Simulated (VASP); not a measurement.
# MgB2 (P6/mmm) in VASP: further runs, part 2 of 3

VASP 6.6.1. Earlier steps stand in the parts before.

### 3 Relaxation of shape and atoms at fixed volume, PBE (8.47 Å³/atom)

This run uses another cell than the first one, of 8.47 Å³/atom.

INCAR reads:

```
SYSTEM = MgB2
  PREC = Accurate
  ENCUT = 600
  EDIFF = 1E-6
  ISMEAR = 0
  SIGMA = 0.1
  LREAL = .False.
  LASPH = .True.
  NELM = 60
  ALGO = Normal
  ISIF = 4
  LWAVE = .False.
  LCHARG = .False.
  GGA = PE
  IBRION = 2
  NSW = 50
  EDIFFG = -0.01
```

KPOINTS reads:

```
regular mesh
0
Gamma
  15 15 12
  0 0 0
```

POSCAR reads:

```
MgB2
1.0
    2.9665892456      0.0000000000      0.0000000000
   -1.4832946228      2.5691416493      0.0000000000
    0.0000000000      0.0000000000      3.3349182360
Mg B
1 2
Direct
    0.0000000000      0.0000000000      0.0000000000
    0.3333333333      0.6666666667      0.5000000000
    0.6666666667      0.3333333333      0.5000000000
```

Potentials or basis: VASP PAW PBE potentials, release 64 (Mg, B).

The run is started by

```
$ cat potpaw_PBE.64/Mg/POTCAR potpaw_PBE.64/B/POTCAR > POTCAR
$ mpirun -np 1 vasp_std > vasp.out
```

OUTCAR:

```text
SYSTEM = MgB2
   PREC = Accurate
   ENCUT = 600
   EDIFF = 1E-6
   ISMEAR = 0
   LREAL = .False.
   LASPH = .True.
   NELM = 60
   ISIF = 4
   GGA = PE
   IBRION = 2
   NSW = 50
   EDIFFG = -0.01

 ion  position               nearest neighbor table
   1  0.000  0.000  0.000-   2 2.39   3 2.39   2 2.39   3 2.39   3 2.39   3 2.39   2 2.39   2 2.39
                             3 2.39   3 2.39   2 2.39   2 2.39
   2  0.333  0.667  0.500-   3 1.71   3 1.71   3 1.71   1 2.39   1 2.39   1 2.39   1 2.39   1 2.39
                             1 2.39
   3  0.667  0.333  0.500-   2 1.71   2 1.71   2 1.71   1 2.39   1 2.39   1 2.39   1 2.39   1 2.39
                             1 2.39

  LATTYP: Found a hexagonal cell.
 ALAT       =     2.9665892456
 C/A-ratio  =     1.1241590796

  Lattice vectors:

 A1 = (   2.9665892456,   0.0000000000,   0.0000000000)
 A2 = (  -1.4832946228,   2.5691416493,   0.0000000000)
 A3 = (   0.0000000000,   0.0000000000,   3.3349182360)

Analysis of symmetry for initial positions (statically):
=====================================================================
 Subroutine PRICEL returns:
 Original cell was already a primitive cell.

 Routine SETGRP: Setting up the symmetry group for a
 hexagonal supercell.

 Subroutine GETGRP returns: Found 24 space group operations
 (whereof 24 operations were pure point group operations)
 out of a pool of 24 trial point group operations.

The static configuration has the point symmetry D_6h.

Analysis of symmetry for dynamics (positions and initial velocities):
=====================================================================
 Subroutine PRICEL returns:
 Original cell was already a primitive cell.

 Routine SETGRP: Setting up the symmetry group for a
 hexagonal supercell.

 Subroutine GETGRP returns: Found 24 space group operations
 (whereof 24 operations were pure point group operations)
 out of a pool of 24 trial point group operations.

The dynamic configuration has the point symmetry D_6h.

 Subroutine INISYM returns: Found 24 space group operations
 (whereof 24 operations are pure point group operations),
 and found     1 'primitive' translations

----------------------------------------------------------------------------------------

                                     Primitive cell

  volume of cell :      25.4174

  direct lattice vectors                    reciprocal lattice vectors
     2.966589246  0.000000000  0.000000000     0.337087449  0.194617529  0.000000000
    -1.483294623  2.569141649  0.000000000     0.000000000  0.389235058  0.000000000
     0.000000000  0.000000000  3.334918236     0.000000000  0.000000000  0.299857427

  length of vectors
     2.966589246  2.966589246  3.334918236     0.389235058  0.389235058  0.299857427

  position of ions in fractional coordinates (direct lattice)
     0.000000000  0.000000000  0.000000000
     0.333333333  0.666666667  0.500000000
     0.666666667  0.333333333  0.500000000

  ion indices of the primitive-cell ions
   primitive index   ion index
                 1           1
                 2           2
[... 52 lines left out ...]
  0.333333  0.200000  0.000000     12.000000
  0.400000  0.200000  0.000000      6.000000
 [... further k-points ...]
   k-points           NKPTS =    189   k-points in BZ     NKDIM =    189   number of bands    NBANDS=      8
   number of dos      NEDOS =    301   number of ions     NIONS =      3
   total plane-waves  NPLWV =  16128
   dimension x,y,z NGX =    24 NGY =   24 NGZ =   28
   dimension x,y,z NGXF=    48 NGYF=   48 NGZF=   56
   ions per type =               1   2
   NGX,Y,Z   is equivalent  to a cutoff of  13.45, 13.45, 13.96 a.u.
   NGXF,Y,Z  is equivalent  to a cutoff of  26.90, 26.90, 27.92 a.u.
 SYSTEM =  MgB2
   PREC   = accura    normal or accurate (medium, high low for compatibility)
   ISTART =      0    job   : 0-new  1-cont  2-samecut
   ICHARG =      2    charge: 1-file 2-atom 10-const
   ISPIN  =      1    spin polarized calculation?
   LNONCOLLINEAR =      F non collinear calculations
   LSORBIT =      F    spin-orbit coupling
   LASPH  =      T    aspherical Exc in radial PAW
   ENCUT  =  600.0 eV  44.10 Ry    6.64 a.u.   5.93  5.93  6.66*2*pi/ulx,y,z
   NELM   =     60;   NELMIN=  2; NELMDL= -5     # of ELM steps
   EDIFF  = 0.1E-05   stopping-criterion for ELM
   LREAL  =      F    real-space projection
   EDIFFG = -.1E-01   stopping-criterion for IOM
   NSW    =     50    number of steps for IOM
   IBRION =      2    ionic relax: 0-MD 1-quasi-New 2-CG
   NFREE  =      1    steps in history (QN), initial steepest desc. (CG)
   ISIF   =      4    stress and relaxation
   ISYM   =      2    0-nonsym 1-usesym 2-fastsym
   POTIM  = 0.5000    time-step for ionic-motion
   TEBEG  =    0.0;   TEEND  =   0.0 temperature during run
   PSTRESS=    0.0 pullay stress
   NELECT =       8.0000    total number of electrons
   NUPDOWN=      -1.0000    fix difference up-down
   EMIN   =  10.00;   EMAX   =-10.00  energy-range for DOS
   EFERMI =   0.00;   METHOD = LEGACY
   ISMEAR =     0;   SIGMA  =   0.10  broadening in eV -4-tet -1-fermi 0-gaus
   EFERMI_NEDOS =   21; number of points for ismear=-14 and -15
   IALGO  =     38    algorithm
   IMIX   =      4    mixing-type and parameters
     AMIX     =   0.40;   BMIX     =  1.00
     AMIX_MAG =   1.60;   BMIX_MAG =  1.00
  volume/ion in A,a.u.               =       8.47        57.17
  Fermi-wavevector in a.u.,A,eV,Ry     =   1.113597  2.104393 16.872553  1.240098
  Thomas-Fermi vector in A             =   2.250183
   LORBIT       =      0    0 simple, 1 ext, 2 COOP (PROOUT), +10 PAW based schemes
   GGA     = PE    functional components
   LHFCALC =     F    Hartree Fock is set to
   AEXX    =    0.0000 exact exchange contribution
   IVDW    =     0    specifies the selected vdW correction
   LEPSILON=     F    determine dielectric tensor
   LRPA    =     F    only Hartree local field effects (RPA)
 conjugate gradient relaxation of ions
 non-spin polarized calculation
 Gauss-broadening in eV      SIGMA  =   0.10
  energy-cutoff  :      600.00
  volume of cell :       25.42
 maximum number of plane-waves:       864
 NGX is ok and might be reduce to    24
   NGX = 11   NGY = 11   NGZ = 13

--------------------------------------- Ionic step        1  -------------------------------------------

 number of electron       8.0000000 magnetization

 Free energy of the ion-electron system (eV)
  ---------------------------------------------------
  ext. energy  EPLUGINS =         0.00000000
  ---------------------------------------------------
  free energy    TOTEN  =       -15.10453119 eV

  energy without entropy =      -15.10017289  energy(sigma->0) =      -15.10235204

------------------------ aborting loop because EDIFF is reached ----------------------------------------

  FORCE on cell =-STRESS in cart. coord.  units (eV):
  Direction    XX          YY          ZZ          XY          YZ          ZX
  --------------------------------------------------------------------------------------
  -------------------------------------------------------------------------------------
  Total        3.8158038      3.8158038      3.4098301     -0.0000000      0.0000000      0.0000000
  in kB      240.5281784    240.5281784    214.9377345     -0.0000000      0.0000000      0.0000000
  external PRESSURE =     231.9980304 kB  Pullay stress =       0.0000000 kB
[... 61 lines left out ...]
--------------------------------------- Ionic step        3  -------------------------------------------

 number of electron       8.0000000 magnetization

 Free energy of the ion-electron system (eV)
  ---------------------------------------------------
  ext. energy  EPLUGINS =         0.00000000
  ---------------------------------------------------
  free energy    TOTEN  =       -15.10575721 eV

  energy without entropy =      -15.10168802  energy(sigma->0) =      -15.10372261

 E-fermi :   6.2401     XC(G=0): -11.4534

 val. band max:        6.2254585009   @ k =   0.4667   0.0667   0.0833
 cond. band min:       6.2504139515   @ k =   0.3333   0.1333   0.4167
 fundamental gap:      0.0249554506
 Fermi energy:         6.2401384069

 k-point     1 :       0.0000    0.0000    0.0000
  band No.  band energies     occupation
      1      -6.9803      2.00000
      2       3.3207      2.00000
      3       6.5542      0.00001
      4       6.5542      0.00001
      5       8.6425      0.00000
      6      12.8692      0.00000
      7      12.8692      0.00000
      8      15.3590      0.00000
[... 243 lines left out ...]
 k-point    24 :       0.4000    0.2000    0.0000
  band No.  band energies     occupation
      1      -2.2915      2.00000
      2      -1.6994      2.00000
      3       1.4246      2.00000
      4       7.2012      0.00000
      5       9.3502      0.00000
      6      12.6377      0.00000
      7      12.8349      0.00000
      8      15.7791      0.00000

 [... further k-points ...]
[... 5 lines left out ...]
  --------------------------------------------------------------------------------------
  -------------------------------------------------------------------------------------
  Total        3.6123479      3.6123479      3.6142081      0.0000000     -0.0000000      0.0000000
  in kB      227.7033872    227.7033872    227.8206440      0.0000000     -0.0000000      0.0000000
  external PRESSURE =     227.7424728 kB  Pullay stress =       0.0000000 kB
[... 18 lines left out ...]
  FREE ENERGIE OF THE ION-ELECTRON SYSTEM (eV)
  ---------------------------------------------------
  free  energy   TOTEN  =       -15.1057572051 eV

  energy  without entropy=      -15.1016880185  energy(sigma->0) =      -15.10372261

 reached required accuracy - stopping structural energy minimisation
```

OSZICAR:

```text
N       E                     dE             d eps       ncg     rms          rms(c)
DAV:   1     0.900530987686E+01    0.90053E+01   -0.44166E+03  3232   0.965E+02
DAV:   2    -0.167109726694E+02   -0.25716E+02   -0.24588E+02  4384   0.127E+02
DAV:   3    -0.170042110895E+02   -0.29324E+00   -0.28586E+00  3912   0.159E+01
[... 17 lines left out ...]
       N       E                     dE             d eps       ncg     rms          rms(c)
DAV:   1    -0.151058541124E+02   -0.19048E-03   -0.42804E-03  4144   0.517E-01    0.382E-02
DAV:   2    -0.151057703607E+02    0.83752E-04   -0.17575E-04  4008   0.905E-02    0.144E-02
DAV:   3    -0.151057576803E+02    0.12680E-04   -0.45573E-05  3736   0.393E-02    0.342E-03
DAV:   4    -0.151057572051E+02    0.47528E-06   -0.18051E-06  2960   0.111E-02
   3 F= -.15105757E+02 E0= -.15103723E+02  d E =-.122601E-02
```

It took 80 s on 1 thread of Intel Xeon 8259CL, shared host; peak memory 0.19 GiB.

What came out:

* Free energy: -15.1058 eV
* Energy gained by relaxing: 0.4 meV/atom
* Ionic steps: 3
* Pressure after relaxing: 22.8 GPa
* Band gap on the k mesh: zero (bands 4 and 5 overlap by 4.35 eV)

Step by step:
```csv
step,energy change (eV),largest force (eV/Å),pressure (GPa),volume (Å³)
1,0.0000,0.0000,23.20,25.42
2,-0.0011,0.0000,22.90,25.42
3,-0.0012,0.0000,22.77,25.42
```

Final structure:
```cif
data_structure
_symmetry_space_group_name_H-M 'P 1'
_symmetry_Int_Tables_number 1
_cell_length_a 2.9756
_cell_length_b 2.9756
_cell_length_c 3.3147
_cell_angle_alpha 90.000
_cell_angle_beta 90.000
_cell_angle_gamma 120.000
_cell_volume 25.42
loop_
_atom_site_label
_atom_site_type_symbol
_atom_site_fract_x
_atom_site_fract_y
_atom_site_fract_z
_atom_site_occupancy
Mg1 Mg 0.00000 0.00000 0.00000 1
B1 B 0.33333 0.66667 0.50000 1
B2 B 0.66667 0.33333 0.50000 1
```

Levels at points of the mesh, in eV from the Fermi level:
```tsv
k point	band 1	band 2	band 3	band 4	band 5	band 6	band 7	band 8
(0.00, 0.00, 0.00)	-13.22	-2.92	0.31	0.31	2.40	6.63	6.63	9.12
(0.00, 0.00, 0.50)	-11.66	-8.01	0.81	0.81	6.92	6.92	8.46	11.59
```

### 4 Relaxation of shape and atoms at fixed volume, PBE (8.76 Å³/atom)

This run uses another cell than the first one, of 8.76 Å³/atom.

INCAR reads:

```
SYSTEM = MgB2
ALGO = Normal
EDIFF = 1E-6
EDIFFG = -0.01
ENCUT = 600
GGA = PE
IBRION = 2
ISIF = 4
ISMEAR = 0
LASPH = .TRUE.
LCHARG = .FALSE.
LREAL = .FALSE.
LWAVE = .FALSE.
NELM = 100
NSW = 50
PREC = Accurate
SIGMA = 0.1
```

KPOINTS reads:

```
k-points
0
G
  15 15 12
  0 0 0
```

POSCAR reads:

```
MgB2
1.0
    2.9918063576      0.0000000000      0.0000000000
   -1.4959031788      2.5909803089      0.0000000000
    0.0000000000      0.0000000000      3.3907188863
Mg B
1 2
Direct
    0.0000000000      0.0000000000      0.0000000000
    0.3333333333      0.6666666667      0.5000000000
    0.6666666667      0.3333333333      0.5000000000
```

The run is started by

```
$ cat potpaw_PBE.64/Mg/POTCAR potpaw_PBE.64/B/POTCAR > POTCAR
$ mpirun -np 1 vasp_std > vasp.out
```

Run time: 83 s. Hardware: 1 thread of Intel Xeon 8259CL, shared host; peak memory 0.19 GiB.

The run converged. Its results:

* Free energy: -15.2098 eV
* Energy gained by relaxing: 0.4 meV/atom
* Ionic steps: 3
* Pressure after relaxing: 15.7 GPa
* Band gap on the k mesh: zero (bands 4 and 5 overlap by 4.19 eV)

Step by step:
```tsv
step	energy change (eV)	largest force (eV/Å)	pressure (GPa)	volume (Å³)
1	0.0000	0.0000	16.12	26.28
2	-0.0011	0.0000	15.85	26.28
3	-0.0011	0.0000	15.72	26.28
```

Final structure:
```yaml
crystal:
  lattice:
    - [3.00084, 0.00000, 0.00000]
    - [-1.50042, 2.59880, 0.00000]
    - [0.00000, 0.00000, 3.37034]
  atoms:
    - { symbol: Mg, position: [0.00000, 0.00000, 0.00000] }
    - { symbol: B, position: [0.33333, 0.66667, 0.50000] }
    - { symbol: B, position: [0.66667, 0.33333, 0.50000] }
```

Levels at points of the mesh, in eV from the Fermi level:
```
           k point  band 1  band 2  band 3  band 4  band 5  band 6  band 7  band 8
(0.00, 0.00, 0.00)  -13.01   -2.95    0.34    0.34    2.18    6.57    6.57    8.89
(0.00, 0.00, 0.50)  -11.54   -7.86    0.80    0.80    6.87    6.87    8.36   11.22
```

(Part 2 of 3 ends here.)
